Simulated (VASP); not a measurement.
# C (P1) in VASP: further runs, part 2 of 2

VASP 6.6.1. The steps go on from the part before.

### 3 Single point, r2SCAN (atom 1 (C) moved -0.300 Å along Cartesian [1 1 0])

The input, POSCAR:

```
C
1.0
   -2.4291088834      2.4291088834      2.4291088834
    2.4291088834     -2.4291088834      2.4291088834
    2.4291088834      2.4291088834     -2.4291088834
C
8
Direct
    0.2817905840     -0.0436645792     -0.0873291584
    0.6745448368      0.6745448368      0.6745448368
    0.0000000000      0.3254551632      0.0000000000
    0.0000000000      0.0000000000      0.3254551632
    0.0000000000      0.6745448368      0.0000000000
    0.3254551632      0.3254551632      0.3254551632
    0.6745448368      0.0000000000      0.0000000000
    0.0000000000      0.0000000000      0.6745448368
```

The input, INCAR.step1:

```
SYSTEM = C
PREC = Accurate
ENCUT = 660
ISMEAR = 0
SIGMA = 0.05
LREAL = .FALSE.
LASPH = .TRUE.
NELM = 120
NBANDS = 26
GGA = PE
ALGO = Normal
EDIFF = 1E-5
LWAVE = .TRUE.
LCHARG = .FALSE.
GGA_COMPAT = .FALSE.
```

The input, INCAR.step2:

```
SYSTEM = C
PREC = Accurate
ENCUT = 660
EDIFF = 1E-6
ISMEAR = 0
SIGMA = 0.05
LREAL = .FALSE.
LASPH = .TRUE.
NELM = 120
ALGO = Normal
ISIF = 2
LWAVE = .FALSE.
LCHARG = .TRUE.
METAGGA = R2SCAN
LMIXTAU = .TRUE.
LELF = .TRUE.
LVHAR = .TRUE.
NBANDS = 26
ISTART = 1
GGA_COMPAT = .FALSE.
```

The input, KPOINTS:

```
Automatic mesh
0
G
  8 8 8
  0 0 0
```

Potentials or basis: VASP PAW PBE potentials, release 64 (C).

Run with:

```sh
cat potpaw_PBE.64/C/POTCAR > POTCAR
cp INCAR.step1 INCAR
mpirun -np 1 vasp_std > vasp.out
cp INCAR.step2 INCAR
mpirun -np 1 vasp_std > vasp.out
```

Wall time 48 min (1 thread of Oxide Virtual Turin-like, shared host); peak memory 0.43 GiB.

The run converged. Its results:

```
Free energy            : -71.6004 eV
Pressure               : 4.2 GPa
Largest force          : 10.392 eV/Å
Band gap on the k mesh : 1.32 eV (least direct gap 2.45 eV)
```

Forces on the atoms (eV/Å):
```
C    3.714  9.701 -0.289
C   -0.487 -0.552 -0.404
C   -0.343 -0.248  0.083
C   -0.429 -0.598  0.191
C   -0.773 -0.664  0.167
C   -0.501 -0.523  0.001
C   -0.924 -2.030  0.014
C   -0.257 -5.086  0.238
```

Stress tensor (GPa, compression positive):
```
-7.26 -3.88  0.56
-3.88 20.75 -1.05
 0.56 -1.05 -0.93
```

Levels at points of the mesh, in eV from the valence-band top:
```tsv
k point	band 12	band 13	band 14	band 15	band 16	band 17	band 18	band 19	band 20	band 21
(0.00, 0.00, 0.00)	-6.42	-6.31	-2.15	-1.06	-0.34	2.11	3.14	3.84	7.05	7.54
(0.50, 0.00, 0.00)	-5.96	-4.50	-4.25	-3.34	-2.26	3.03	3.55	5.25	5.85	6.19
(0.00, 0.50, 0.00)	-5.63	-5.38	-3.80	-3.19	-2.55	2.73	4.57	5.31	5.69	5.74
(0.00, 0.00, 0.50)	-5.52	-4.75	-3.83	-3.23	-2.71	2.52	4.25	4.90	5.74	6.09
(0.50, 0.00, 0.50)	-5.67	-4.92	-4.00	-3.68	-2.34	2.15	4.10	4.76	6.34	6.58
(0.50, 0.50, 0.00)	-5.62	-4.45	-4.34	-3.59	-2.32	2.16	4.46	4.93	6.06	6.35
(0.00, 0.50, 0.50)	-5.59	-4.43	-3.59	-3.26	-3.05	2.95	3.16	5.39	5.73	6.53
(0.50, 0.50, 0.50)	-7.11	-6.74	-1.85	-1.02	0.00	2.83	4.20	5.19	5.61	6.87
```

Caveat: the cell differs from its parent crystal (atom 1 (C) moved -0.300 Å along Cartesian [1 1 0]); the stress differs along the axes, from -7 to 21 GPa; the PAW data sets were made with another functional, which shifts forces and pressure a little. A k mesh can miss the band edges.

### 4 Single point, r2SCAN (atom 1 (C) moved +0.210 Å along Cartesian [1 1 0])

Edit POSCAR of step 3 so:

```diff
@@ -8,3 +8,3 @@
 Direct
-    0.2817905840     -0.0436645792     -0.0873291584
+    0.3560203686      0.0305652054      0.0611304109
     0.6745448368      0.6745448368      0.6745448368
```

The input, INCAR.step1:

```
SYSTEM = C
ALGO = Normal
EDIFF = 1E-5
ENCUT = 660
GGA = PE
GGA_COMPAT = .FALSE.
ISMEAR = 0
LASPH = .TRUE.
LCHARG = .FALSE.
LREAL = .FALSE.
LWAVE = .TRUE.
NBANDS = 26
NELM = 120
PREC = Accurate
SIGMA = 0.05
```

The input, INCAR.step2:

```
SYSTEM = C
ALGO = Normal
EDIFF = 1E-6
ENCUT = 660
GGA_COMPAT = .FALSE.
ISIF = 2
ISMEAR = 0
ISTART = 1
LASPH = .TRUE.
LCHARG = .FALSE.
LMIXTAU = .TRUE.
LREAL = .FALSE.
LWAVE = .FALSE.
METAGGA = R2SCAN
NBANDS = 26
NELM = 120
PREC = Accurate
SIGMA = 0.05
```

The input, KPOINTS:

```
k-points
0
G
  8 8 8
  0 0 0
```

Potentials or basis: VASP PAW PBE potentials, release 64 (C).

Run with:

```sh
cat potpaw_PBE.64/C/POTCAR > POTCAR
cp INCAR.step1 INCAR
mpirun -np 1 vasp_std > vasp.out
cp INCAR.step2 INCAR
mpirun -np 1 vasp_std > vasp.out
```

OUTCAR:

```text
SYSTEM = C
   EDIFF = 1E-6
   ENCUT = 660
   ISIF = 2
   ISMEAR = 0
   ISTART = 1
   LASPH = .TRUE.
   LREAL = .FALSE.
   METAGGA = R2SCAN
   NELM = 120
   PREC = Accurate

 ion  position               nearest neighbor table
   1  0.356  0.031  0.061-   6 1.44   7 1.48   5 1.60   8 1.74
   2  0.675  0.675  0.675-   6 1.47   5 1.58   7 1.58   8 1.58
   3  0.000  0.325  0.000-   5 1.47   6 1.58   7 1.58   8 1.58
   4  0.000  0.000  0.325-   8 1.47   6 1.58   7 1.58   5 1.58
   5  0.000  0.675  0.000-   3 1.47   2 1.58   4 1.58   1 1.60
   6  0.325  0.325  0.325-   1 1.44   2 1.47   3 1.58   4 1.58
   7  0.675  0.000  0.000-   1 1.48   2 1.58   3 1.58   4 1.58
   8  0.000  0.000  0.675-   4 1.47   3 1.58   2 1.58   1 1.74

  LATTYP: Found a body centered cubic cell.
 ALAT       =     4.8582177668

  Lattice vectors:

 A1 = (  -2.4291088834,   2.4291088834,   2.4291088834)
 A2 = (   2.4291088834,  -2.4291088834,   2.4291088834)
 A3 = (   2.4291088834,   2.4291088834,  -2.4291088834)

Analysis of symmetry for initial positions (statically):
[... 191 lines left out ...]

 k-point     1 :       0.0000    0.0000    0.0000
  band No.  band energies     occupation
      1     -15.4948      2.00000
      2      -7.6986      2.00000
      3      -6.9707      2.00000
      4      -6.5543      2.00000
      5      -6.2105      2.00000
      6      -6.0079      2.00000
[... 685 lines left out ...]
     25      18.5518      0.00000
     26      18.8482      0.00000

 [... further k-points ...]

------------------------ aborting loop because EDIFF is reached ----------------------------------------

  FORCE on cell =-STRESS in cart. coord.  units (eV):
  Direction    XX          YY          ZZ          XY          YZ          ZX
  --------------------------------------------------------------------------------------
  -------------------------------------------------------------------------------------
  Total        4.7944541     -2.3198022     -0.1496820     -0.6434405     -0.1149666      0.1845331
  in kB      133.9827252    -64.8276981     -4.1829163    -17.9811726     -3.2127816      5.1568423
  external PRESSURE =      21.6573703 kB  Pullay stress =       0.0000000 kB

 VOLUME and BASIS-vectors are now :
 -----------------------------------------------------------------------------
  energy-cutoff  :      660.00
  volume of cell :       57.33
      direct lattice vectors                 reciprocal lattice vectors
    -2.429108883  2.429108883  2.429108883     0.000000000  0.205836800  0.205836800
     2.429108883 -2.429108883  2.429108883     0.205836800  0.000000000  0.205836800
     2.429108883  2.429108883 -2.429108883     0.205836800  0.205836800  0.000000000

 POSITION                                       TOTAL-FORCE (eV/Angst)
 -----------------------------------------------------------------------------------
     -0.64207      0.93906      0.79057        -6.285987     -3.293751     -0.128083
      1.63854      1.63854      1.63854         0.386924      0.315074      0.119216
      0.79057     -0.79057      0.79057         0.192179      0.221008      0.053597
      0.79057      0.79057     -0.79057         0.401461      0.359814     -0.255454
      1.63854     -1.63854      1.63854         0.473999      0.551672      0.084884
      0.79057      0.79057      0.79057         3.026422      0.396041      0.139975
     -1.63854      1.63854      1.63854         1.352398      0.744202     -0.020273
      1.63854      1.63854     -1.63854         0.452604      0.705940      0.006139
 -----------------------------------------------------------------------------------
    total drift:                                0.000006     -0.000032      0.000004

  FREE ENERGIE OF THE ION-ELECTRON SYSTEM (eV)
  ---------------------------------------------------
  free  energy   TOTEN  =       -72.3335642125 eV

  energy  without entropy=      -72.3335642125  energy(sigma->0) =      -72.33356421
```

Wall time 36 min (1 thread of Oxide Virtual Turin-like, shared host); peak memory 0.43 GiB.

The run converged, but its numbers aren't listed here, since they failed a check.

Caveat: the cell differs from its parent crystal (atom 1 (C) moved +0.210 Å along Cartesian [1 1 0]); the stress differs along the axes, from -6 to 13 GPa; the PAW data sets were made with another functional, which shifts forces and pressure a little.
